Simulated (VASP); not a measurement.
# Nb (Fm-3m) in VASP: further runs

Nb is run at these levels: PBEsol+D3(BJ), revPBE+D3(BJ), BLYP+D3(BJ); tasks: single point.

Everything below comes from runs of VASP 6.6.1. Logs are shortened: lines on timing, memory, paths and dates and some standing lists are left out, and cuts for length are marked.

### 1 The cell of the first run

Symmetry: Fm-3m, No. 225, cubic system. Conventional cell: a = 4.114 Å, b = 4.114 Å, c = 4.114 Å, α = 90.00°, β = 90.00°, γ = 90.00°. Nb (site symmetry m-3m) has 12 Nb at 2.91 Å within 3.8 Å.

This isn't the form of Nb at room conditions, which is bcc.

### 2 Single point, PBEsol+D3(BJ)

INCAR

```
SYSTEM = Nb
  PREC = Accurate
  ENCUT = 520
  EDIFF = 1E-6
  ISMEAR = -1
  SIGMA = 0.05
  LREAL = .FALSE.
  LASPH = .TRUE.
  NELM = 100
  ALGO = Fast
  ISIF = 2
  LWAVE = .FALSE.
  LCHARG = .FALSE.
  GGA = PS
  IVDW = 12
  NBANDS = 12
```

KPOINTS

```
Automatic mesh
0
G
  11 11 11
  0 0 0
```

POSCAR

```
Nb
1.0
    0.0000000000      2.0567600333      2.0567600333
    2.0567600333      0.0000000000      2.0567600333
    2.0567600333      2.0567600333      0.0000000000
Nb
1
Direct
    0.0000000000      0.0000000000      0.0000000000
```

Potentials or basis: VASP PAW PBE potentials, release 64 (Nb_sv).

The run is started by

```bash
$ cat potpaw_PBE.64/Nb_sv/POTCAR > POTCAR
$ mpirun -np 1 vasp_std > vasp.out
```

OUTCAR:

```text
SYSTEM = Nb
   PREC = Accurate
   ENCUT = 520
   EDIFF = 1E-6
   ISMEAR = -1
   LREAL = .FALSE.
   LASPH = .TRUE.
   NELM = 100
   ISIF = 2
   GGA = PS
   IVDW = 12
 IVDW          = 12

 ion  position               nearest neighbor table
   1  0.000  0.000  0.000-

  LATTYP: Found a face centered cubic cell.
 ALAT       =     4.1135200666

  Lattice vectors:

 A1 = (   0.0000000000,   2.0567600333,   2.0567600333)
 A2 = (   2.0567600333,   0.0000000000,   2.0567600333)
 A3 = (   2.0567600333,   2.0567600333,   0.0000000000)

Analysis of symmetry for initial positions (statically):
=====================================================================
 Subroutine PRICEL returns:
 Original cell was already a primitive cell.

 Routine SETGRP: Setting up the symmetry group for a
 face centered cubic supercell.

 Subroutine GETGRP returns: Found 48 space group operations
 (whereof 48 operations were pure point group operations)
 out of a pool of 48 trial point group operations.

The static configuration has the point symmetry O_h .

Analysis of symmetry for dynamics (positions and initial velocities):
=====================================================================
 Subroutine PRICEL returns:
 Original cell was already a primitive cell.

 Routine SETGRP: Setting up the symmetry group for a
 face centered cubic supercell.

 Subroutine GETGRP returns: Found 48 space group operations
 (whereof 48 operations were pure point group operations)
 out of a pool of 48 trial point group operations.

The dynamic configuration has the point symmetry O_h .

 Subroutine INISYM returns: Found 48 space group operations
 (whereof 48 operations are pure point group operations),
 and found     1 'primitive' translations

----------------------------------------------------------------------------------------

                                     Primitive cell

  volume of cell :      17.4013

  direct lattice vectors                    reciprocal lattice vectors
     0.000000000  2.056760033  2.056760033    -0.243100795  0.243100795  0.243100795
     2.056760033  0.000000000  2.056760033     0.243100795 -0.243100795  0.243100795
     2.056760033  2.056760033  0.000000000     0.243100795  0.243100795 -0.243100795

  length of vectors
     2.908697934  2.908697934  2.908697934     0.421062929  0.421062929  0.421062929

  position of ions in fractional coordinates (direct lattice)
     0.000000000  0.000000000  0.000000000

  ion indices of the primitive-cell ions
   primitive index   ion index
[... 82 lines left out ...]
   TEBEG  =    0.0;   TEEND  =   0.0 temperature during run
   PSTRESS=    0.0 pullay stress
   NELECT =      13.0000    total number of electrons
   NUPDOWN=      -1.0000    fix difference up-down
   EMIN   =  10.00;   EMAX   =-10.00  energy-range for DOS
   EFERMI =   0.00;   METHOD = LEGACY
   ISMEAR =    -1;   SIGMA  =   0.05  broadening in eV -4-tet -1-fermi 0-gaus
   EFERMI_NEDOS =   21; number of points for ismear=-14 and -15
   IALGO  =     68    algorithm
   IMIX   =      4    mixing-type and parameters
     AMIX     =   0.40;   BMIX     =  1.00
     AMIX_MAG =   1.60;   BMIX_MAG =  1.00
  volume/ion in A,a.u.               =      17.40       117.43
  Fermi-wavevector in a.u.,A,eV,Ry     =   1.485465  2.807121 30.022687  2.206605
  Thomas-Fermi vector in A             =   2.598873
   LORBIT       =      0    0 simple, 1 ext, 2 COOP (PROOUT), +10 PAW based schemes
   GGA     = PS    functional components
   LHFCALC =     F    Hartree Fock is set to
   AEXX    =    0.0000 exact exchange contribution
   IVDW    =    12    specifies the selected vdW correction
   LEPSILON=     F    determine dielectric tensor
   LRPA    =     F    only Hartree local field effects (RPA)
 non-spin polarized calculation
 RMM-DIIS sequential band-by-band and
  energy-cutoff  :      520.00
  volume of cell :       17.40
 maximum number of plane-waves:       495
 NGX is ok and might be reduce to    24
   NGX = 11   NGY = 11   NGZ = 11

 number of electron      13.0000000 magnetization

 Free energy of the ion-electron system (eV)
  ---------------------------------------------------
  ext. energy  EPLUGINS =         0.00000000
  ---------------------------------------------------
  free energy    TOTEN  =       -10.60082863 eV

  energy without entropy =      -10.58938034  energy(sigma->0) =      -10.59510449

 E-fermi :  11.9256     XC(G=0): -12.8099

 val. band max:       11.8855920111   @ k =  -0.3636   0.1818   0.0000
 cond. band min:      11.9330106284   @ k =  -0.3636   0.4545   0.1818
 fundamental gap:      0.0474186174
 Fermi energy:        11.9255506979

 k-point     1 :       0.0000    0.0000    0.0000
  band No.  band energies     occupation
      1     -42.6952      2.00000
      2     -17.9430      2.00000
      3     -17.9430      2.00000
      4     -17.9430      2.00000
      5       5.4911      2.00000
      6      11.9650      0.62457
      7      11.9650      0.62457
      8      11.9650      0.62457
      9      14.8481      0.00000
     10      14.8481      0.00000
     11      23.8172      0.00000
     12      28.8971      0.00000
[... 331 lines left out ...]
 k-point    24 :      -0.1818    0.1818    0.0000
  band No.  band energies     occupation
      1     -42.5204      2.00000
      2     -18.7997      2.00000
      3     -18.2996      2.00000
      4     -18.0395      2.00000
      5       8.2618      2.00000
      6      10.5507      2.00000
      7      11.8704      1.50130
      8      13.3366      0.00000
      9      13.3995      0.00000
     10      16.7095      0.00000
     11      25.7970      0.00000
     12      28.5165      0.00000

 [... further k-points ...]

------------------------ aborting loop because EDIFF is reached ----------------------------------------

 Edisp (eV)   -0.77841

 E8    (eV) :    -0.5530

  FORCE on cell =-STRESS in cart. coord.  units (eV):
  Direction    XX          YY          ZZ          XY          YZ          ZX
  --------------------------------------------------------------------------------------
  -------------------------------------------------------------------------------------
  Total      -0.03099    -0.03099    -0.03099     0.00000     0.00000     0.00000
  in kB      -2.85352    -2.85352    -2.85352     0.00000     0.00000     0.00000
  external pressure =       -2.85 kB  Pullay stress =        0.00 kB

 VOLUME and BASIS-vectors are now :
 -----------------------------------------------------------------------------
  energy-cutoff  :      520.00
  volume of cell :       17.40
      direct lattice vectors                 reciprocal lattice vectors
     0.000000000  2.056760033  2.056760033    -0.243100795  0.243100795  0.243100795
     2.056760033  0.000000000  2.056760033     0.243100795 -0.243100795  0.243100795
     2.056760033  2.056760033  0.000000000     0.243100795  0.243100795 -0.243100795

 POSITION                                       TOTAL-FORCE (eV/Angst)
 -----------------------------------------------------------------------------------
      0.00000      0.00000      0.00000        -0.000000      0.000000     -0.000000
 -----------------------------------------------------------------------------------
    total drift:                                0.000000      0.000000     -0.000000

  FREE ENERGIE OF THE ION-ELECTRON SYSTEM (eV)
  ---------------------------------------------------
  free  energy   TOTEN  =       -11.3792400234 eV

  energy  without entropy=      -11.3677917400  energy(sigma->0) =      -11.37351588
```

Wall time 12 s (1 thread of Intel Xeon Platinum 8375C at 2.90GHz (Ice Lake), shared host); peak memory 0.15 GiB.

Results:

```
Free energy                : -11.3792 eV
Pressure                   : -0.3 GPa
Band gap on the k mesh     : zero (an odd number of electrons rules out a gap without spin polarisation)
Dispersion energy per atom : -0.778 eV
```

Caveat: the PAW data sets were made with another functional, which shifts forces and pressure a little.

### 3 Single point, revPBE+D3(BJ)

This run uses another cell than the first one, of 17.62 Å³/atom.

INCAR

```
SYSTEM = Nb
ALGO = Normal ; EDIFF = 1E-6
ENCUT = 520 ; GGA = RE
ISIF = 2 ; ISMEAR = -1
IVDW = 12 ; LASPH = .True.
LCHARG = .False. ; LREAL = .False.
LWAVE = .False. ; NBANDS = 12
NELM = 100 ; PREC = Accurate
SIGMA = 0.05
```

KPOINTS

```
k-points
0
Gamma
  11 11 11
  0 0 0
```

POSCAR

```
Nb
1.0
    0.0000000000      2.0653357050      2.0653357050
    2.0653357050      0.0000000000      2.0653357050
    2.0653357050      2.0653357050      0.0000000000
Nb
1
Direct
    0.0000000000      0.0000000000      0.0000000000
```

Potentials or basis: VASP PAW PBE potentials, release 64 (Nb_sv).

The run is started by

```bash
$ cat potpaw_PBE.64/Nb_sv/POTCAR > POTCAR
$ mpirun -np 1 vasp_std > vasp.out
```

OUTCAR:

```text
SYSTEM = Nb
   EDIFF = 1E-6
   ENCUT = 520
   GGA = RE
   ISIF = 2
   ISMEAR = -1
   IVDW = 12
   LASPH = .True.
   LREAL = .False.
   NELM = 100
   PREC = Accurate
 IVDW          = 12

 ion  position               nearest neighbor table
   1  0.000  0.000  0.000-

  LATTYP: Found a face centered cubic cell.
 ALAT       =     4.1306714100

  Lattice vectors:

 A1 = (   0.0000000000,   2.0653357050,   2.0653357050)
 A2 = (   2.0653357050,   0.0000000000,   2.0653357050)
[... 540 lines left out ...]

 [... further k-points ...]

------------------------ aborting loop because EDIFF is reached ----------------------------------------

 Edisp (eV)   -1.38837

 E8    (eV) :    -1.0180

  FORCE on cell =-STRESS in cart. coord.  units (eV):
  Direction    XX          YY          ZZ          XY          YZ          ZX
  --------------------------------------------------------------------------------------
  -------------------------------------------------------------------------------------
  Total      -0.04583    -0.04583    -0.04583    -0.00000    -0.00000     0.00000
  in kB      -4.16749    -4.16749    -4.16749    -0.00000    -0.00000     0.00000
  external pressure =       -4.17 kB  Pullay stress =        0.00 kB

 VOLUME and BASIS-vectors are now :
 -----------------------------------------------------------------------------
  energy-cutoff  :      520.00
  volume of cell :       17.62
      direct lattice vectors                 reciprocal lattice vectors
     0.000000000  2.065335705  2.065335705    -0.242091394  0.242091394  0.242091394
     2.065335705  0.000000000  2.065335705     0.242091394 -0.242091394  0.242091394
     2.065335705  2.065335705  0.000000000     0.242091394  0.242091394 -0.242091394

 POSITION                                       TOTAL-FORCE (eV/Angst)
 -----------------------------------------------------------------------------------
      0.00000      0.00000      0.00000         0.000000      0.000000      0.000000
 -----------------------------------------------------------------------------------
    total drift:                               -0.000000      0.000000      0.000000

  FREE ENERGIE OF THE ION-ELECTRON SYSTEM (eV)
  ---------------------------------------------------
  free  energy   TOTEN  =       -10.8393049163 eV

  energy  without entropy=      -10.8280867872  energy(sigma->0) =      -10.83369585
```

It took 6.8 s on 1 thread of Intel Xeon Platinum 8375C at 2.90GHz (Ice Lake), shared host; peak memory 0.15 GiB.

What came out:

* Free energy: -10.8393 eV
* Pressure: -0.4 GPa
* Band gap on the k mesh: zero (an odd number of electrons rules out a gap without spin polarisation)
* Dispersion energy per atom: -1.388 eV

Caveat: the PAW data sets were made with another functional, which shifts forces and pressure a little.

### 4 Single point, BLYP+D3(BJ)

This run uses another cell than the first one, of 17.67 Å³/atom.

INCAR

```
SYSTEM = Nb
PREC = Accurate
ENCUT = 520
EDIFF = 1E-6
ISMEAR = -1
SIGMA = 0.05
LREAL = .FALSE.
LASPH = .TRUE.
NELM = 100
ALGO = Fast
ISIF = 2
LWAVE = .FALSE.
LCHARG = .FALSE.
GGA = B5
ALDAX = 1.0
AGGAX = 1.0
AGGAC = 1.0
ALDAC = 0.0
IVDW = 12
VDW_S6 = 1.0
VDW_S8 = 2.6996
VDW_A1 = 0.4298
VDW_A2 = 4.2359
NBANDS = 12
```

KPOINTS

```
regular mesh
0
G
  11 11 11
  0 0 0
```

POSCAR

```
Nb
1.0
    0.0000000000      2.0671263436      2.0671263436
    2.0671263436      0.0000000000      2.0671263436
    2.0671263436      2.0671263436      0.0000000000
Nb
1
Direct
    0.0000000000      0.0000000000      0.0000000000
```

Potentials or basis: VASP PAW PBE potentials, release 64 (Nb_sv).

The run is started by

```bash
$ cat potpaw_PBE.64/Nb_sv/POTCAR > POTCAR
$ mpirun -np 1 vasp_std > vasp.out
```

OUTCAR:

```text
SYSTEM = Nb
   PREC = Accurate
   ENCUT = 520
   EDIFF = 1E-6
   ISMEAR = -1
   LREAL = .FALSE.
   LASPH = .TRUE.
   NELM = 100
   ISIF = 2
   GGA = B5
   IVDW = 12
 IVDW          = 12

 ion  position               nearest neighbor table
   1  0.000  0.000  0.000-

  LATTYP: Found a face centered cubic cell.
 ALAT       =     4.1342526872

  Lattice vectors:

 A1 = (   0.0000000000,   2.0671263436,   2.0671263436)
 A2 = (   2.0671263436,   0.0000000000,   2.0671263436)
 A3 = (   2.0671263436,   2.0671263436,   0.0000000000)

Analysis of symmetry for initial positions (statically):
=====================================================================
 Subroutine PRICEL returns:
 Original cell was already a primitive cell.

 Routine SETGRP: Setting up the symmetry group for a
 face centered cubic supercell.

 Subroutine GETGRP returns: Found 48 space group operations
 (whereof 48 operations were pure point group operations)
 out of a pool of 48 trial point group operations.

The static configuration has the point symmetry O_h .

Analysis of symmetry for dynamics (positions and initial velocities):
[... 168 lines left out ...]
      2     -17.6218      2.00000
      3     -17.6218      2.00000
      4     -17.6218      2.00000
      5       6.2165      2.00000
      6      12.3737      1.14622
      7      12.3737      1.14622
      8      12.3737      1.14622
      9      15.1632      0.00000
     10      15.1632      0.00000
     11      24.3809      0.00000
     12      29.4679      0.00000
[... 331 lines left out ...]
 k-point    24 :      -0.1818    0.1818    0.0000
  band No.  band energies     occupation
      1     -42.0778      2.00000
      2     -18.4296      2.00000
      3     -17.9587      2.00000
      4     -17.7137      2.00000
      5       8.9179      2.00000
      6      11.0297      2.00000
      7      12.3323      1.50896
      8      13.7360      0.00000
      9      13.7641      0.00000
     10      16.9810      0.00000
     11      26.3027      0.00000
     12      28.9195      0.00000

 [... further k-points ...]

------------------------ aborting loop because EDIFF is reached ----------------------------------------

 Edisp (eV)   -1.79721

 E8    (eV) :    -1.3865

  FORCE on cell =-STRESS in cart. coord.  units (eV):
  Direction    XX          YY          ZZ          XY          YZ          ZX
  --------------------------------------------------------------------------------------
  -------------------------------------------------------------------------------------
  Total      -0.01221    -0.01221    -0.01221    -0.00000     0.00000     0.00000
  in kB      -1.10774    -1.10774    -1.10774    -0.00000     0.00000     0.00000
  external pressure =       -1.11 kB  Pullay stress =        0.00 kB

 VOLUME and BASIS-vectors are now :
 -----------------------------------------------------------------------------
  energy-cutoff  :      520.00
  volume of cell :       17.67
      direct lattice vectors                 reciprocal lattice vectors
     0.000000000  2.067126344  2.067126344    -0.241881684  0.241881684  0.241881684
     2.067126344  0.000000000  2.067126344     0.241881684 -0.241881684  0.241881684
     2.067126344  2.067126344  0.000000000     0.241881684  0.241881684 -0.241881684

 POSITION                                       TOTAL-FORCE (eV/Angst)
 -----------------------------------------------------------------------------------
      0.00000      0.00000      0.00000         0.000000      0.000000     -0.000000
 -----------------------------------------------------------------------------------
    total drift:                                0.000000     -0.000000     -0.000000

  FREE ENERGIE OF THE ION-ELECTRON SYSTEM (eV)
  ---------------------------------------------------
  free  energy   TOTEN  =       -10.2660708435 eV

  energy  without entropy=      -10.2535201685  energy(sigma->0) =      -10.25979551
```

Wall time 18 s (1 thread of Intel Xeon Platinum 8375C at 2.90GHz (Ice Lake), shared host); peak memory 0.15 GiB.

What came out:

```yaml
Free_energy: -10.2661 eV
Pressure: -0.1 GPa
Band_gap_on_the_k_mesh: zero (an odd number of electrons rules out a gap without spin polarisation)
Dispersion_energy_per_atom: -1.797 eV
```

Caveat: the PAW data sets were made with another functional, which shifts forces and pressure a little.

### 5 The runs side by side

```csv
level,cell,gap on the mesh (eV),pressure (GPa)
PBEsol+D3(BJ),"a = 2.909 Å, angles 60.0°, 1 atom",none,-0.3
revPBE+D3(BJ),"a = 2.921 Å, angles 60.0°, 1 atom",none,-0.4
BLYP+D3(BJ),"a = 2.923 Å, angles 60.0°, 1 atom",none,-0.1
```

Alike in all rows: task single point; potentials or basis VASP PAW PBE potentials, release 64 (Nb_sv); no spin polarisation; k mesh 11 × 11 × 11; cutoff (eV) 520; smearing fermi-dirac 0.05 eV.

Caveats: the PAW data sets were made with another functional, which shifts forces and pressure a little.

Absolute energies hang on the potentials; compare differences alone.
